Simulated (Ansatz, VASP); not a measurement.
## One calculation of Bi2Te3, two programs

```xyz
5
Lattice="2.2177 1.2804 10.3475 -2.2177 1.2804 10.3475 0.0000 -2.5608 10.3475" Properties=species:S:1:pos:R:3 pbc="T T T"
Bi    0.0000    0.0000   12.3686
Bi    0.0000    0.0000   18.6740
Te    0.0000    0.0000    6.6307
Te    0.0000    0.0000   24.4120
Te    0.0000    0.0000    0.0000
```

Change from the starting cell: epitaxial_xy strain +1.0%.

Alike in both runs: task single point; functional PBE; k mesh 8 × 8 × 8; occupations fermi-dirac, width 0.02 eV; no spin polarisation.

```csv
,VASP,Ansatz
version,VASP 6.6.1,Ansatz 0.2.0
potentials or method,"VASP PAW PBE potentials, release 64 (Bi_d, Te)","plane waves, PAW"
plane-wave cutoff (eV),520,420
valence electrons in the cell,48,78
```

|  | VASP | Ansatz | Ansatz less VASP |
| --- | --- | --- | --- |
| pressure (GPa) | 1.1 | 1.1 | +0.01 |
| traceless stress, the component that is largest in VASP (GPa) | 0.25 | 0.25 | -0.003 |
| rms of the force components (eV/Å) | 0.065 | 0.061 | -0.0045 |

Atom by atom the forces differ by 0.005 eV/Å (rms over components). VASP's potentials hold 48 valence electrons a cell and Ansatz's 78, so a difference there can come from the potentials and not from the codes.

Neither program's run includes spin-orbit coupling.
